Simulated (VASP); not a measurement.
# Rh (Fm-3m) in VASP: notebook

Rh is run at these levels: BLYP, PBEsol; tasks: relaxation of cell and atoms.

Program: VASP 6.6.1. These are calculated values, not measurements. Logs are shortened: lines on timing, memory, paths and dates and some standing lists are left out, and cuts for length are marked.

## Step 1: The cell of the first run

The structure is cubic, space group Fm-3m (No. 225). Conventional cell: a = 3.796 Å, b = 3.796 Å, c = 3.796 Å, α = 90.00°, β = 90.00°, γ = 90.00°. Within 3.5 Å of Rh (site symmetry m-3m) lie 12 Rh at 2.68 Å.

## Step 2: Relaxation of cell and atoms, BLYP

The input, INCAR:

```
PREC = Accurate ; ENCUT = 600
EDIFF = 1E-6 ; ISMEAR = -1
SIGMA = 0.05 ; LREAL = False
LASPH = True ; NELM = 100
ALGO = Normal ; ISIF = 3
LWAVE = False ; LCHARG = False
GGA = B5 ; ALDAX = 1.0
AGGAX = 1.0 ; AGGAC = 1.0
ALDAC = 0.0 ; IBRION = 2
NSW = 80 ; EDIFFG = -0.01
```

The input, KPOINTS:

```
regular mesh
0
Gamma
  12 12 12
```

The input, POSCAR:

```
Rh
1.0
    0.0000000000      1.8978500000      1.8978500000
    1.8978500000      0.0000000000      1.8978500000
    1.8978500000      1.8978500000      0.0000000000
Rh
1
Direct
    0.0000000000      0.0000000000      0.0000000000
```

Potentials or basis: VASP PAW PBE potentials, release 64 (Rh_pv).

Run with:

```console
$ cat potpaw_PBE.64/Rh_pv/POTCAR > POTCAR
$ mpirun -np 1 vasp_std > vasp.out
```

OUTCAR:

```text
PREC = Accurate
   ENCUT = 600
   EDIFF = 1E-6
   ISMEAR = -1
   LREAL = False
   LASPH = True
   NELM = 100
   ISIF = 3
   GGA = B5
   IBRION = 2
   NSW = 80
   EDIFFG = -0.01

 ion  position               nearest neighbor table
   1  0.000  0.000  0.000-

  LATTYP: Found a face centered cubic cell.
 ALAT       =     3.7957000000

  Lattice vectors:

 A1 = (   0.0000000000,   1.8978500000,   1.8978500000)
 A2 = (   1.8978500000,   0.0000000000,   1.8978500000)
 A3 = (   1.8978500000,   1.8978500000,   0.0000000000)

Analysis of symmetry for initial positions (statically):
[... 33 lines left out ...]
                                     Primitive cell

  volume of cell :      13.6715

  direct lattice vectors                    reciprocal lattice vectors
     0.000000000  1.897850000  1.897850000    -0.263456016  0.263456016  0.263456016
     1.897850000  0.000000000  1.897850000     0.263456016 -0.263456016  0.263456016
     1.897850000  1.897850000  0.000000000     0.263456016  0.263456016 -0.263456016

  length of vectors
     2.683965209  2.683965209  2.683965209     0.456319205  0.456319205  0.456319205

  position of ions in fractional coordinates (direct lattice)
     0.000000000  0.000000000  0.000000000

  ion indices of the primitive-cell ions
   primitive index   ion index
                 1           1

----------------------------------------------------------------------------------------

 KPOINTS: regular mesh

Automatic generation of k-mesh.
 Grid dimensions read from file:
 generate k-points for:   12   12   12

 Generating k-lattice:

  Cartesian coordinates                     Fractional coordinates (reciprocal lattice)
    -0.021954668  0.021954668  0.021954668     0.083333333  0.000000000  0.000000000
     0.021954668 -0.021954668  0.021954668     0.000000000  0.083333333  0.000000000
     0.021954668  0.021954668 -0.021954668     0.000000000  0.000000000  0.083333333

  Length of vectors
     0.038026600  0.038026600  0.038026600

  Shift w.r.t. Gamma in fractional coordinates (k-lattice)
     0.000000000  0.000000000  0.000000000

 Subroutine IBZKPT returns following result:
 ===========================================

 Found     72 irreducible k-points:

 Following reciprocal coordinates:
            Coordinates               Weight
  0.000000  0.000000  0.000000      1.000000
  0.083333  0.000000  0.000000      8.000000
[... 62 lines left out ...]
  volume/ion in A,a.u.               =      13.67        92.26
  Fermi-wavevector in a.u.,A,eV,Ry     =   1.688496  3.190795 38.790465  2.851019
  Thomas-Fermi vector in A             =   2.770792
   LORBIT       =      0    0 simple, 1 ext, 2 COOP (PROOUT), +10 PAW based schemes
   GGA     = B5    functional components
   LHFCALC =     F    Hartree Fock is set to
   AEXX    =    0.0000 exact exchange contribution
   IVDW    =     0    specifies the selected vdW correction
   LEPSILON=     F    determine dielectric tensor
   LRPA    =     F    only Hartree local field effects (RPA)
 conjugate gradient relaxation of ions
 non-spin polarized calculation
  energy-cutoff  :      600.00
  volume of cell :       13.67
 maximum number of plane-waves:       471
 NGX is ok and might be reduce to    24
   NGX = 11   NGY = 11   NGZ = 11

--------------------------------------- Ionic step        1  -------------------------------------------

 number of electron      15.0000002 magnetization

 Free energy of the ion-electron system (eV)
  ---------------------------------------------------
  ext. energy  EPLUGINS =         0.00000000
  ---------------------------------------------------
  free energy    TOTEN  =        -6.08934571 eV

  energy without entropy =       -6.08009286  energy(sigma->0) =       -6.08471928

------------------------ aborting loop because EDIFF is reached ----------------------------------------

  FORCE on cell =-STRESS in cart. coord.  units (eV):
  Direction    XX          YY          ZZ          XY          YZ          ZX
  --------------------------------------------------------------------------------------
  -------------------------------------------------------------------------------------
  Total        1.8744731      1.8744731      1.8744731      0.0000000      0.0000000      0.0000000
  in kB      219.6717227    219.6717227    219.6717227      0.0000000      0.0000000      0.0000000
  external PRESSURE =     219.6717227 kB  Pullay stress =       0.0000000 kB
[... 22 lines left out ...]
--------------------------------------- Ionic step        2  -------------------------------------------

 number of electron      15.0000003 magnetization

 E-fermi :   8.3046     XC(G=0): -11.8445

 val. band max:        8.3012248992   @ k =   0.3333   0.1667   0.0000
 cond. band min:       8.3235630897   @ k =   0.3333   0.2500   0.0000
 fundamental gap:      0.0223381905
 Fermi energy:         8.3046277076

 k-point     1 :       0.0000    0.0000    0.0000
  band No.  band energies     occupation
      1     -37.4648      2.00000
      2     -37.4648      2.00000
      3     -37.4648      2.00000
      4       2.2651      2.00000
      5       6.2241      2.00000
      6       6.2241      2.00000
      7       6.2241      2.00000
      8       7.5959      2.00000
      9       7.5959      2.00000
     10      24.4830      0.00000
     11      28.3948      0.00000
[... 385 lines left out ...]
  FREE ENERGIE OF THE ION-ELECTRON SYSTEM (eV)
  ---------------------------------------------------
  free  energy   TOTEN  =        -6.1630542101 eV

  energy  without entropy=       -6.1519556851  energy(sigma->0) =       -6.15750495

[... ionic steps 4 to 14 ...]

--------------------------------------- Ionic step       15  -------------------------------------------

 number of electron      15.0000000 magnetization

------------------------ aborting loop because EDIFF is reached ----------------------------------------
[... 65 lines left out ...]
--------------------------------------- Ionic step       17  -------------------------------------------

 number of electron      15.0000000 magnetization

 Free energy of the ion-electron system (eV)
  ---------------------------------------------------
  ext. energy  EPLUGINS =         0.00000000
  ---------------------------------------------------
  free energy    TOTEN  =        -6.16332406 eV

  energy without entropy =       -6.15235402  energy(sigma->0) =       -6.15783904

 E-fermi :  11.0802     XC(G=0): -12.9067

 val. band max:       11.0031940752   @ k =  -0.3333   0.3333   0.0000
 cond. band min:      11.0850403235   @ k =   0.3333   0.1667   0.0000
 fundamental gap:      0.0818462484
 Fermi energy:        11.0802072245

 k-point     1 :       0.0000    0.0000    0.0000
  band No.  band energies     occupation
      1     -35.0063      2.00000
      2     -35.0063      2.00000
      3     -35.0063      2.00000
      4       3.8632      2.00000
      5       8.3251      2.00000
      6       8.3251      2.00000
      7       8.3251      2.00000
      8      10.1504      2.00000
      9      10.1504      2.00000
     10      27.3922      0.00000
     11      32.2809      0.00000
[... 350 lines left out ...]
  FREE ENERGIE OF THE ION-ELECTRON SYSTEM (eV)
  ---------------------------------------------------
  free  energy   TOTEN  =        -6.1633240593 eV

  energy  without entropy=       -6.1523540176  energy(sigma->0) =       -6.15783904

 reached required accuracy - stopping structural energy minimisation
```

Run time: 2.4 min. Hardware: 1 thread of Intel Xeon 8259CL, shared host; peak memory 0.16 GiB.

Results:

```
Free energy                            : -6.1633 eV
Relaxed volume                         : 14.84 Å³/atom
Relaxed cell                           : a = 2.759 Å, b = 2.759 Å, c = 2.759 Å, α = 60.00°, β = 60.00°, γ = 60.00°
Space group after relaxing (to 0.05 Å) : Fm-3m (No. 225)
Energy gained by relaxing              : 74.0 meV/atom
Ionic steps                            : 17
Pressure after relaxing                : 0.1 GPa
```

The path:
```csv
step,energy change (eV),largest force (eV/Å),pressure (GPa),volume (Å³)
1,0.0000,0.0000,21.97,13.67
2,0.1814,0.0000,-23.50,17.73
3,-0.0737,0.0000,-1.10,14.93
4,-0.0740,0.0000,-0.19,14.86
5,-0.0740,0.0000,0.18,14.83
6,-0.0740,0.0000,0.18,14.84
7,-0.0740,0.0000,0.18,14.84
8,-0.0740,0.0000,0.17,14.84
9,-0.0740,0.0000,0.17,14.84
10,-0.0740,0.0000,0.17,14.84
11,-0.0740,0.0000,0.17,14.84
12,-0.0740,0.0000,0.16,14.84
13,-0.0740,0.0000,0.16,14.84
14,-0.0740,0.0000,0.16,14.84
15,-0.0740,0.0000,0.16,14.84
16,-0.0740,0.0000,0.11,14.84
17,-0.0740,0.0000,0.06,14.84
```

Final structure:
```cif
data_structure
_symmetry_space_group_name_H-M 'P 1'
_symmetry_Int_Tables_number 1
_cell_length_a 2.7585
_cell_length_b 2.7585
_cell_length_c 2.7585
_cell_angle_alpha 60.000
_cell_angle_beta 60.000
_cell_angle_gamma 60.000
_cell_volume 14.84
loop_
_atom_site_label
_atom_site_type_symbol
_atom_site_fract_x
_atom_site_fract_y
_atom_site_fract_z
_atom_site_occupancy
Rh1 Rh 0.00000 0.00000 0.00000 1
```

Caveat: the PAW data sets were made with another functional, which shifts forces and pressure a little.

## Step 3: Relaxation of cell and atoms, PBEsol

The input, INCAR:

```
SYSTEM = Rh
  PREC = Accurate
  ENCUT = 600
  EDIFF = 1E-6
  ISMEAR = -1
  SIGMA = 0.05
  LREAL = .False.
  LASPH = .True.
  NELM = 60
  ALGO = Normal
  ISIF = 3
  LWAVE = .False.
  LCHARG = .False.
  GGA = PS
  IBRION = 2
  NSW = 80
  EDIFFG = -0.01
```

The input, KPOINTS:

```
regular mesh
0
Gamma
  12 12 12
  0 0 0
```

POSCAR is that of step 2.

Potentials or basis: VASP PAW PBE potentials, release 64 (Rh_pv).

Run with:

```console
$ cat potpaw_PBE.64/Rh_pv/POTCAR > POTCAR
$ mpirun -np 1 vasp_std > vasp.out
```

It took 32 s on 1 thread of Intel Xeon 8259CL, shared host; peak memory 0.15 GiB.

Results (log left out):

```yaml
Free_energy: -8.1469 eV
Relaxed_volume: 13.49 Å³/atom
Relaxed_cell: a = 2.672 Å, b = 2.672 Å, c = 2.672 Å, α = 60.00°, β = 60.00°, γ = 60.00°
Space_group_after_relaxing_to_0.05_Å: Fm-3m (No. 225)
Energy_gained_by_relaxing: 2.3 meV/atom
Ionic_steps: 3
Pressure_after_relaxing: 0.0 GPa
```

The path:
| step | energy change (eV) | largest force (eV/Å) | pressure (GPa) | volume (Å³) |
| --- | --- | --- | --- | --- |
| 1 | 0.0000 | 0.0000 | -3.93 | 13.67 |
| 2 | 0.0139 | 0.0000 | 11.56 | 13.02 |
| 3 | -0.0023 | 0.0000 | -0.05 | 13.49 |

Final structure:
```cif
data_structure
_symmetry_space_group_name_H-M 'P 1'
_symmetry_Int_Tables_number 1
_cell_length_a 2.6719
_cell_length_b 2.6719
_cell_length_c 2.6719
_cell_angle_alpha 60.000
_cell_angle_beta 60.000
_cell_angle_gamma 60.000
_cell_volume 13.49
loop_
_atom_site_label
_atom_site_type_symbol
_atom_site_fract_x
_atom_site_fract_y
_atom_site_fract_z
_atom_site_occupancy
Rh1 Rh 0.00000 0.00000 0.00000 1
```

Levels at points of the mesh, in eV from the Fermi level:
```
           k point  band 5  band 6  band 7  band 8  band 9  band 10
(0.00, 0.00, 0.00)   -3.21   -3.21   -3.21   -1.04   -1.04    15.91
(0.50, 0.00, 0.00)   -3.29   -3.29    0.57    0.57    0.62     8.77
(0.50, 0.50, 0.00)   -6.17    0.55    1.00    1.00    3.19    12.45
```

Caveat: the PAW data sets were made with another functional, which shifts forces and pressure a little.
